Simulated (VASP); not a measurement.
# Mg5ZnO6 in VASP: settings compared, part 2 of 2

VASP 6.6.1.

**3. Single point, PBE**

Input file INCAR:

```
SYSTEM = Mg5ZnO6
PREC = Accurate ; ENCUT = 520
EDIFF = 1E-6 ; ISMEAR = 0
SIGMA = 0.1 ; LREAL = .FALSE.
LASPH = .TRUE. ; NELM = 60
ALGO = Normal ; ISIF = 2
LWAVE = .FALSE. ; LCHARG = .FALSE.
GGA = PE ; NBANDS = 41
```

Input file KPOINTS:

```
Automatic mesh
0
G
  4 4 1
  0 0 0
```

Input file POSCAR:

```
Mg5ZnO6
1.0
    3.0182677516     -0.0015964583     -0.0004197464
   -0.0015978288      3.0181647137      0.0007173960
   -0.0018242269      0.0030911351     12.7942399195
Mg Zn O
5 1 6
Direct
    0.0000210600     -0.0000047240      0.6656399158
    0.5000081070      0.5000111291      0.4999998154
    0.0000092910      1.0000330787      0.3343596994
    0.4999998375      0.5000354470      0.1666829507
    0.5000349419      0.4999440820      0.8333157177
    0.0000084894      0.9999956172      0.0000016555
   -0.0000026425     -0.0000069164      0.4999993688
    0.4999680072      0.5000224879      0.3339656005
    0.9999544506      0.0000517167      0.1689738530
    0.4999747651      0.4999987667      0.0000010432
    1.0000106522     -0.0000409096      0.8310261017
    0.5000130405      0.4999602247      0.6660342784
```

Potentials or basis: VASP PAW PBE potentials, release 64 (Mg, Zn, O).

Command:

```
cat potpaw_PBE.64/Mg/POTCAR potpaw_PBE.64/Zn/POTCAR potpaw_PBE.64/O/POTCAR > POTCAR
mpirun -np 1 vasp_std > vasp.out
```

OUTCAR:

```text
SYSTEM = Mg5ZnO6
   PREC = Accurate
   ENCUT = 520
   EDIFF = 1E-6
   ISMEAR = 0
   LREAL = .FALSE.
   LASPH = .TRUE.
   NELM = 60
   ISIF = 2
   GGA = PE

 ion  position               nearest neighbor table
   1  0.000  1.000  0.666-  11 2.12   7 2.12  12 2.13  12 2.13  12 2.14  12 2.14   2 3.01   2 3.01
                             2 3.01   2 3.01   5 3.03   5 3.03   5 3.03   5 3.03
   2  0.500  0.500  0.500-   8 2.12  12 2.12   7 2.13   7 2.13   7 2.14   7 2.14   1 3.01   3 3.01
                             3 3.01   1 3.01   3 3.01   1 3.01   1 3.01   3 3.01
   3  0.000  0.000  0.334-   9 2.12   7 2.12   8 2.13   8 2.13   8 2.14   8 2.14   2 3.01   2 3.01
                             2 3.01   2 3.01   4 3.03   4 3.03   4 3.03   4 3.03
   4  0.500  0.500  0.167-  10 2.13   9 2.13   9 2.13   9 2.14   9 2.14   8 2.14   6 3.02   6 3.02
                             6 3.02   6 3.02   3 3.03   3 3.03   3 3.03   3 3.03
   5  0.500  0.500  0.833-  10 2.13  11 2.13  11 2.13  11 2.14  11 2.14  12 2.14   6 3.02   6 3.02
                             6 3.02   6 3.02   1 3.03   1 3.03   1 3.03   1 3.03
   6  0.000  1.000  0.000-  10 2.13  10 2.13  10 2.14  10 2.14   9 2.16  11 2.16   4 3.02   5 3.02
                             4 3.02   5 3.02   5 3.02   4 3.02   4 3.02   5 3.02
   7  1.000  1.000  0.500-   3 2.12   1 2.12   2 2.13   2 2.13   2 2.14   2 2.14
   8  0.500  0.500  0.334-   2 2.12   3 2.13   3 2.13   3 2.14   3 2.14   4 2.14
[... 669 lines left out ...]
  --------------------------------------------------------------------------------------
  -------------------------------------------------------------------------------------
  Total       -0.2098977     -0.2033165     -0.3658271      0.0613457     -0.0451269      0.0264978
  in kB       -2.8853811     -2.7949119     -5.0288816      0.8432952     -0.6203415      0.3642555
  external PRESSURE =      -3.5697249 kB  Pullay stress =       0.0000000 kB

 VOLUME and BASIS-vectors are now :
 -----------------------------------------------------------------------------
  energy-cutoff  :      520.00
  volume of cell :      116.55
      direct lattice vectors                 reciprocal lattice vectors
     3.018267752 -0.001596458 -0.000419746     0.331315967  0.000175389  0.000047197
    -0.001597829  3.018164714  0.000717396     0.000175238  0.331327291 -0.000080025
    -0.001824227  0.003091135 12.794239920     0.000010860 -0.000018572  0.078160179

 POSITION                                       TOTAL-FORCE (eV/Angst)
 -----------------------------------------------------------------------------------
     -0.00275      3.02021      8.51707        -0.000109     -0.000566     -0.002496
      1.50745      1.50986      6.39727        -0.000137     -0.000237     -0.000045
     -0.00058      0.00113      4.27788        -0.000592     -0.000142      0.002492
      1.50803      1.50891      2.13273        -0.000731      0.000367      0.005169
      1.50692      1.51069     10.66179        -0.000241      0.000127     -0.004881
     -0.00157      3.01815      0.00074        -0.000292      0.000008     -0.000184
      3.01575      3.01809      6.39741         0.000116      0.000240      0.000093
      1.50763      1.50938      4.27298         0.000607      0.000108      0.001885
      3.01782     -0.00092      2.16147         0.000539     -0.000221      0.041261
      1.50826      1.50828      0.00016         0.000469      0.000004     -0.000110
     -0.00308      3.02061     10.63306         0.000326     -0.000228     -0.041207
      1.50716      1.51022      8.52155         0.000044      0.000538     -0.001976
 -----------------------------------------------------------------------------------
    total drift:                                0.000003      0.000002      0.000006

  FREE ENERGIE OF THE ION-ELECTRON SYSTEM (eV)
  ---------------------------------------------------
  free  energy   TOTEN  =       -68.1704891036 eV

  energy  without entropy=      -68.1704891036  energy(sigma->0) =      -68.17048910
```

OSZICAR:

```text
N       E                     dE             d eps       ncg     rms          rms(c)
DAV:   1     0.486636551211E+03    0.48664E+03   -0.27592E+04   820   0.147E+03
DAV:   2    -0.213247333221E+02   -0.50796E+03   -0.47593E+03   901   0.363E+02
DAV:   3    -0.764439101097E+02   -0.55119E+02   -0.54524E+02   968   0.128E+02
DAV:   4    -0.777237381255E+02   -0.12798E+01   -0.12755E+01  1029   0.211E+01
DAV:   5    -0.777355576357E+02   -0.11820E-01   -0.11811E-01   952   0.214E+00    0.185E+01
DAV:   6    -0.680672994619E+02    0.96683E+01   -0.32636E+01  1217   0.525E+01    0.795E+00
DAV:   7    -0.682551681565E+02   -0.18787E+00   -0.36059E+00   948   0.964E+00    0.540E+00
DAV:   8    -0.682307954046E+02    0.24373E-01   -0.81544E-01  1155   0.734E+00    0.162E+00
DAV:   9    -0.681747198219E+02    0.56076E-01   -0.16827E-01  1204   0.484E+00    0.717E-01
DAV:  10    -0.681701240088E+02    0.45958E-02   -0.75060E-02  1183   0.171E+00    0.133E-01
DAV:  11    -0.681704542456E+02   -0.33024E-03   -0.36415E-03  1030   0.425E-01    0.969E-02
DAV:  12    -0.681704939856E+02   -0.39740E-04   -0.85842E-04  1191   0.331E-01    0.418E-02
DAV:  13    -0.681704964211E+02   -0.24355E-05   -0.43406E-04   989   0.156E-01    0.183E-02
DAV:  14    -0.681704910151E+02    0.54060E-05   -0.27627E-05  1190   0.665E-02    0.723E-03
DAV:  15    -0.681704890816E+02    0.19334E-05   -0.69326E-06  1080   0.333E-02    0.255E-03
DAV:  16    -0.681704891036E+02   -0.22009E-07   -0.31862E-06   888   0.136E-02
   1 F= -.68170489E+02 E0= -.68170489E+02  d E =-.814487E-13
```

stdout:

```text
POSCAR found type information on POSCAR MgZnO
 POSCAR found :  3 types and      12 ions
 scaLAPACK will be used
 -----------------------------------------------------------------------------
|                                                                             |
|           W    W    AA    RRRRR   N    N  II  N    N   GGGG   !!!           |
|           W    W   A  A   R    R  NN   N  II  NN   N  G    G  !!!           |
[... 38 lines left out ...]
 -----------------------------------------------------------------------------

 POSCAR, INCAR and KPOINTS ok, starting setup
 FFT: planning ... GRIDC
 FFT: planning ... GRID_SOFT
 FFT: planning ... GRID
 WAVECAR not read
 entering main loop
```

Run time: 49 s. Hardware: 1 thread of AMD EPYC 7R13 (Zen 3), shared host; peak memory 0.2 GiB.

What came out:

```
Free energy            : -68.1705 eV
Pressure               : -0.4 GPa
Largest force          : 0.041 eV/Å
Band gap on the k mesh : 2.65 eV (least direct gap 3.46 eV)
```

Forces in eV/Å, atoms in the order of the input:
```
Mg   0.000 -0.001 -0.002
Mg   0.000  0.000  0.000
Mg  -0.001  0.000  0.002
Mg  -0.001  0.000  0.005
Mg   0.000  0.000 -0.005
Zn   0.000  0.000  0.000
O    0.000  0.000  0.000
O    0.001  0.000  0.002
O    0.001  0.000  0.041
O    0.000  0.000  0.000
O    0.000  0.000 -0.041
O    0.000  0.001 -0.002
```

Levels at points of the mesh, in eV from the valence-band top:
```
           k point  band 25  band 26  band 27  band 28  band 29  band 30  band 31  band 32  band 33  band 34
(0.00, 0.00, 0.00)    -1.09    -1.09    -0.87    -0.82    -0.82     2.65     4.80     5.43     7.18     8.04
(0.50, 0.00, 0.00)    -1.35    -1.35    -1.35    -0.71     0.00     6.31     6.81     7.04     7.26     7.86
(0.00, 0.50, 0.00)    -1.35    -1.35    -1.35    -0.71     0.00     6.31     6.81     7.04     7.26     7.86
(0.50, 0.50, 0.00)    -2.20    -2.14    -2.14    -2.11    -2.10     5.28     8.63     8.65     8.77     9.49
```

Caveat: the k points lie up to 0.52 Å⁻¹ apart. A k mesh can miss the band edges.

**4. Single point, PBE**

Input file INCAR:

```
  PREC = Accurate
  ENCUT = 520
  EDIFF = 1E-6
  ISMEAR = 0
  SIGMA = 0.1
  LREAL = False
  LASPH = True
  NELM = 100
  ALGO = Normal
  ISIF = 2
  LWAVE = False
  LCHARG = False
  GGA = PE
  NBANDS = 41
```

Input file KPOINTS:

```
Automatic mesh
0
Gamma
  6 6 2
```

Input file POSCAR:

```
Mg5ZnO6
1.0
    3.0187148770      0.0000000000      0.0000000000
    0.0000000000      3.0187148770      0.0000000000
    0.0000000000      0.0000000000     12.7994141363
Mg Zn O
5 1 6
Direct
    0.0000000000      0.0000000000      0.6655810618
    0.5000000000      0.5000000000      0.5000000000
    0.0000000000      0.0000000000      0.3344189382
    0.5000000000      0.5000000000      0.1668128186
    0.5000000000      0.5000000000      0.8331871814
    0.0000000000      0.0000000000      0.0000000000
    0.0000000000      0.0000000000      0.5000000000
    0.5000000000      0.5000000000      0.3340171918
    0.0000000000      0.0000000000      0.1691286721
    0.5000000000      0.5000000000      0.0000000000
    0.0000000000      0.0000000000      0.8308713279
    0.5000000000      0.5000000000      0.6659828082
```

Command:

```
cat potpaw_PBE.64/Mg/POTCAR potpaw_PBE.64/Zn/POTCAR potpaw_PBE.64/O/POTCAR > POTCAR
mpirun -np 1 vasp_std > vasp.out
```

It took 92 s on 1 thread of AMD EPYC 7R13 (Zen 3), shared host; peak memory 0.23 GiB.

Results (log left out):

```
Free energy            : -68.2036 eV
Pressure               : -0.5 GPa
Largest force          : 0.028 eV/Å
Band gap on the k mesh : 2.65 eV (least direct gap 3.45 eV)
```

Forces in eV/Å, atoms in the order of the input:
```
Mg   0.000  0.000 -0.003
Mg   0.000  0.000  0.000
Mg   0.000  0.000  0.003
Mg   0.000  0.000  0.005
Mg   0.000  0.000 -0.005
Zn   0.000  0.000  0.000
O    0.000  0.000  0.000
O    0.000  0.000  0.004
O    0.000  0.000  0.028
O    0.000  0.000  0.000
O    0.000  0.000 -0.028
O    0.000  0.000 -0.004
```

Levels at points of the mesh, in eV from the valence-band top:
| k point | band 27 | band 28 | band 29 | band 30 | band 31 | band 32 |
| --- | --- | --- | --- | --- | --- | --- |
| (0.00, 0.00, 0.00) | -0.85 | -0.80 | -0.80 | 2.65 | 4.81 | 5.44 |
| (0.50, 0.00, 0.00) | -1.34 | -0.70 | 0.00 | 6.31 | 6.82 | 7.05 |
| (0.50, 0.50, 0.00) | -2.12 | -2.10 | -2.08 | 5.27 | 8.66 | 8.66 |
| (0.00, 0.00, 0.50) | -1.00 | -0.82 | -0.82 | 2.90 | 4.21 | 6.18 |
| (0.50, 0.00, 0.50) | -1.34 | -0.63 | 0.00 | 6.25 | 6.64 | 7.34 |
| (0.50, 0.50, 0.50) | -2.20 | -2.13 | -2.03 | 5.29 | 8.72 | 8.72 |

A k mesh can miss the band edges.

**5. Single point, PBE**

This run uses another cell than the first one, of 12.84 Å³/atom.

Input file INCAR:

```
PREC = Accurate
ENCUT = 520
EDIFF = 1E-6
ISMEAR = 0
SIGMA = 0.1
LREAL = F
LASPH = T
NELM = 60
ALGO = Normal
ISIF = 2
LWAVE = F
LCHARG = T
GGA = PE
LELF = T
LVHAR = T
NBANDS = 41
```

Input file KPOINTS:

```
regular mesh
0
Gamma
  6 6 2
```

Input file POSCAR:

```
Mg5ZnO6
1.0
    3.3112041100      0.0000000000      0.0000000000
    0.0000000000      3.3112041100      0.0000000000
    0.0000000000      0.0000000000     14.0482492900
Mg Zn O
5 1 6
Direct
    0.0000000000      0.0000000000      0.6666666700
    0.5000000000      0.5000000000      0.5000000000
    0.0000000000      0.0000000000      0.3333333300
    0.5000000000      0.5000000000      0.1666666700
    0.5000000000      0.5000000000      0.8333333300
    0.0000000000      0.0000000000      0.0000000000
    0.0000000000      0.0000000000      0.5000000000
    0.5000000000      0.5000000000      0.3333333300
    0.0000000000      0.0000000000      0.1666666700
    0.5000000000      0.5000000000      0.0000000000
    0.0000000000      0.0000000000      0.8333333300
    0.5000000000      0.5000000000      0.6666666700
```

Command:

```
cat potpaw_PBE.64/Mg/POTCAR potpaw_PBE.64/Zn/POTCAR potpaw_PBE.64/O/POTCAR > POTCAR
mpirun -np 1 vasp_std > vasp.out
```

It took 2.1 min on 1 thread of AMD EPYC 7R13 (Zen 3), shared host; peak memory 0.31 GiB.

It converged, with:

```
Free energy            : -64.6184 eV
Pressure               : -24.1 GPa
Largest force          : 0.242 eV/Å
Band gap on the k mesh : 1.24 eV (least direct gap 1.69 eV)
```

Forces in eV/Å, atoms in the order of the input:
```
Mg   0.000  0.000 -0.021
Mg   0.000  0.000  0.000
Mg   0.000  0.000  0.021
Mg   0.000  0.000 -0.242
Mg   0.000  0.000  0.242
Zn   0.000  0.000  0.000
O    0.000  0.000  0.000
O    0.000  0.000  0.018
O    0.000  0.000  0.223
O    0.000  0.000  0.000
O    0.000  0.000 -0.223
O    0.000  0.000 -0.018
```

Levels at points of the mesh, in eV from the valence-band top:
| k point | band 27 | band 28 | band 29 | band 30 | band 31 | band 32 |
| --- | --- | --- | --- | --- | --- | --- |
| (0.00, 0.00, 0.00) | -0.45 | -0.44 | -0.44 | 1.24 | 3.10 | 3.59 |
| (0.50, 0.00, 0.00) | -0.73 | -0.49 | 0.00 | 5.47 | 5.52 | 5.76 |
| (0.50, 0.50, 0.00) | -1.41 | -1.41 | -1.38 | 3.87 | 6.55 | 6.98 |
| (0.00, 0.00, 0.50) | -0.52 | -0.50 | -0.50 | 1.68 | 2.39 | 4.29 |
| (0.50, 0.00, 0.50) | -0.73 | -0.41 | 0.00 | 5.39 | 5.59 | 5.61 |
| (0.50, 0.50, 0.50) | -1.50 | -1.49 | -1.45 | 3.89 | 6.77 | 6.82 |

Caveat: the cell stands under tension.

**6. Single point, PBE**

Input file INCAR:

```
SYSTEM = Mg5ZnO6
  PREC = Accurate
  ENCUT = 520
  EDIFF = 1E-6
  ISMEAR = 0
  SIGMA = 0.02
  LREAL = .False.
  LASPH = .True.
  NELM = 80
  ALGO = Normal
  ISIF = 2
  LWAVE = .False.
  LCHARG = .False.
  GGA = PE
  NBANDS = 41
```

Input file KPOINTS:

```
regular mesh
0
Gamma
  8 8 2
  0 0 0
```

Input file POSCAR:

```
Mg5ZnO6
1.0
    3.0186229121      0.0000000000      0.0000000000
    0.0000000000      3.0186229121      0.0000000000
    0.0000000000      0.0000000000     12.7992760565
Mg Zn O
5 1 6
Direct
    0.0000000000      0.0000000000      0.6655847162
    0.5000000000      0.5000000000      0.5000000000
    0.0000000000      0.0000000000      0.3344152838
    0.5000000000      0.5000000000      0.1668094998
    0.5000000000      0.5000000000      0.8331905002
    0.0000000000      0.0000000000      0.0000000000
    0.0000000000      0.0000000000      0.5000000000
    0.5000000000      0.5000000000      0.3340229278
    0.0000000000      0.0000000000      0.1690970157
    0.5000000000      0.5000000000      0.0000000000
    0.0000000000      0.0000000000      0.8309029843
    0.5000000000      0.5000000000      0.6659770722
```

Potentials or basis: VASP PAW PBE potentials, release 64 (Mg, Zn, O).

Command:

```
cat potpaw_PBE.64/Mg/POTCAR potpaw_PBE.64/Zn/POTCAR potpaw_PBE.64/O/POTCAR > POTCAR
mpirun -np 1 vasp_std > vasp.out
```

Wall time 2.2 min (1 thread of AMD EPYC 7R13 (Zen 3), shared host); peak memory 0.26 GiB.

Results (log left out):

| Quantity | Value |
| --- | --- |
| Free energy | -68.2046 eV |
| Pressure | -0.5 GPa |
| Largest force | 0.034 eV/Å |
| Band gap on the k mesh | 2.65 eV (least direct gap 3.45 eV) |

Forces in eV/Å, atoms in the order of the input:
```
Mg   0.000  0.000 -0.003
Mg   0.000  0.000  0.000
Mg   0.000  0.000  0.003
Mg   0.000  0.000  0.003
Mg   0.000  0.000 -0.003
Zn   0.000  0.000  0.000
O    0.000  0.000  0.000
O    0.000  0.000  0.002
O    0.000  0.000  0.034
O    0.000  0.000  0.000
O    0.000  0.000 -0.034
O    0.000  0.000 -0.002
```

Levels at points of the mesh, in eV from the valence-band top:
| k point | band 26 | band 27 | band 28 | band 29 | band 30 | band 31 | band 32 | band 33 |
| --- | --- | --- | --- | --- | --- | --- | --- | --- |
| (0.00, 0.00, 0.00) | -1.08 | -0.85 | -0.80 | -0.80 | 2.65 | 4.81 | 5.44 | 7.19 |
| (0.50, 0.00, 0.00) | -1.34 | -1.34 | -0.70 | 0.00 | 6.31 | 6.82 | 7.05 | 7.28 |
| (0.50, 0.50, 0.00) | -2.12 | -2.12 | -2.10 | -2.08 | 5.28 | 8.66 | 8.66 | 8.78 |
| (0.00, 0.00, 0.50) | -1.01 | -1.01 | -0.83 | -0.83 | 2.90 | 4.20 | 6.18 | 6.81 |
| (0.50, 0.00, 0.50) | -1.34 | -1.34 | -0.63 | 0.00 | 6.25 | 6.64 | 7.34 | 7.52 |
| (0.50, 0.50, 0.50) | -2.20 | -2.20 | -2.13 | -2.03 | 5.29 | 8.72 | 8.72 | 9.17 |

A k mesh can miss the band edges.

**7. Single point, r2SCAN**

POSCAR is that of step 6.

Input file INCAR.step1:

```
SYSTEM = Mg5ZnO6
PREC = Accurate ; ENCUT = 520
ISMEAR = 0 ; SIGMA = 0.02
LREAL = .FALSE. ; LASPH = .TRUE.
NELM = 60 ; NBANDS = 41
GGA = PE ; ALGO = Normal
EDIFF = 1E-4 ; LWAVE = .TRUE.
LCHARG = .FALSE.
```

Input file INCAR.step2:

```
SYSTEM = Mg5ZnO6
PREC = Accurate ; ENCUT = 520
EDIFF = 1E-6 ; ISMEAR = 0
SIGMA = 0.02 ; LREAL = .FALSE.
LASPH = .TRUE. ; NELM = 60
ALGO = Normal ; ISIF = 2
LWAVE = .FALSE. ; LCHARG = .FALSE.
METAGGA = R2SCAN ; LMIXTAU = .TRUE.
NBANDS = 41 ; ISTART = 1
```

Input file KPOINTS:

```
Automatic mesh
0
G
  8 8 2
  0 0 0
```

Command:

```
cat potpaw_PBE.64/Mg/POTCAR potpaw_PBE.64/Zn/POTCAR potpaw_PBE.64/O/POTCAR > POTCAR
cp INCAR.step1 INCAR
mpirun -np 1 vasp_std > vasp.out
cp INCAR.step2 INCAR
mpirun -np 1 vasp_std > vasp.out
```

Run time: 6.8 min. Hardware: 1 thread of AMD EPYC 7R13 (Zen 3), shared host; peak memory 0.28 GiB.

Results (log left out):

```yaml
Free_energy: -98.6696 eV
Pressure: -6.5 GPa
Largest_force: 0.034 eV/Å
Band_gap_on_the_k_mesh: 3.34 eV (least direct gap 4.18 eV)
```

Forces on the atoms (eV/Å):
```
Mg   0.000  0.000 -0.006
Mg   0.000  0.000  0.000
Mg   0.000  0.000  0.006
Mg   0.000  0.000  0.033
Mg   0.000  0.000 -0.033
Zn   0.000  0.000  0.000
O    0.000  0.000  0.000
O    0.000  0.000  0.003
O    0.000  0.000 -0.034
O    0.000  0.000  0.000
O    0.000  0.000  0.034
O    0.000  0.000 -0.003
```

Levels at points of the mesh, in eV from the valence-band top:
```
           k point  band 25  band 26  band 27  band 28  band 29  band 30  band 31  band 32  band 33  band 34
(0.00, 0.00, 0.00)    -1.12    -1.12    -0.89    -0.84    -0.84     3.34     5.59     6.25     8.09     8.99
(0.50, 0.00, 0.00)    -1.40    -1.39    -1.39    -0.71     0.00     7.10     7.63     7.88     8.14     8.74
(0.50, 0.50, 0.00)    -2.24    -2.18    -2.18    -2.14    -2.09     6.05     9.52     9.52     9.81    10.42
(0.00, 0.00, 0.50)    -1.31    -1.05    -1.05    -0.86    -0.86     3.54     5.02     7.02     7.67     8.91
(0.50, 0.00, 0.50)    -1.40    -1.39    -1.39    -0.64     0.00     7.04     7.46     8.16     8.38     8.66
(0.50, 0.50, 0.50)    -2.32    -2.26    -2.26    -2.18    -2.04     6.07     9.60     9.60    10.19    10.23
```

Caveat: the cell stands under tension; the PAW data sets were made with another functional, which shifts forces and pressure a little. A k mesh can miss the band edges.

**8. The runs side by side**

| level | cell | k mesh | smearing | gap on the mesh (eV) | pressure (GPa) | largest force (eV/Å) |
| --- | --- | --- | --- | --- | --- | --- |
| PBE | a = 3.019, b = 3.019, c = 12.799 Å, 12 atoms, atomic positions A | 4 × 4 × 1 | gaussian 0.1 eV | 2.64 | -0.4 | 0.03 |
| PBE | a = 3.018, b = 3.018, c = 12.794 Å, angles 90.0, 90.0, 90.1°, 12 atoms, atomic positions B | 4 × 4 × 1 | gaussian 0.1 eV | 2.65 | -0.4 | 0.04 |
| PBE | a = 3.019, b = 3.019, c = 12.799 Å, 12 atoms, atomic positions A | 6 × 6 × 2 | gaussian 0.1 eV | 2.65 | -0.5 | 0.03 |
| PBE | a = 3.311, b = 3.311, c = 14.048 Å, 12 atoms, atomic positions C | 6 × 6 × 2 | gaussian 0.1 eV | 1.24 | -24.1 | 0.24 |
| PBE | a = 3.019, b = 3.019, c = 12.799 Å, 12 atoms, atomic positions A | 8 × 8 × 2 | gaussian 0.02 eV | 2.65 | -0.5 | 0.03 |
| r2SCAN | a = 3.019, b = 3.019, c = 12.799 Å, 12 atoms, atomic positions A | 8 × 8 × 2 | gaussian 0.02 eV | 3.34 | -6.5 | 0.03 |

Alike in all rows: task single point; potentials or basis VASP PAW PBE potentials, release 64 (Mg, Zn, O); no spin polarisation; cutoff (eV) 520.

Caveats: some runs use coarse meshes; the cell stands under tension (at least some runs); the PAW data sets were made with another functional, which shifts forces and pressure a little (at least some runs).

Absolute energies hang on the potentials; compare differences alone.
